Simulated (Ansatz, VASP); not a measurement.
**InAg3: VASP beside Ansatz**

```
In Ag
1.0
     4.05940    0.00000    0.00000
     0.00000    4.05940    0.00000
     0.00000    0.00000    4.05940
In Ag
1 3
Cartesian
  0.0000 0.0000 0.0000
  0.0000 2.0297 2.0297
  2.0297 0.0000 2.0297
  2.0297 2.0297 0.0000
```

Change from the starting cell: volume scaled by 0.94, crystal datasets.

Alike in both runs: task electric field gradients; functional PBEsol; k mesh 9 × 9 × 9; occupations fermi-dirac, width 0.05 eV; no spin polarisation.

|  | VASP | Ansatz |
| --- | --- | --- |
| version | VASP 6.6.1 | Ansatz 0.2.0 |
| potentials or method | VASP PAW PBE potentials, release 64 (In_d, Ag), cutoff 520 eV | all-electron PAW with datasets made for the crystal, scalar-relativistic |

Ansatz gave:

* pressure (GPa): 7.1
* size of Vzz on the site where it differs most (V/Å²): 42.5

**Question.** Estimate VASP's values.

**Answer.** Pressure (GPa): 7.0; size of Vzz on the site where it differs most (V/Å²): 28.3.

VASP's potentials were made for PBE, not for PBEsol. Ansatz ran all-electron here, and VASP with PAW potentials.
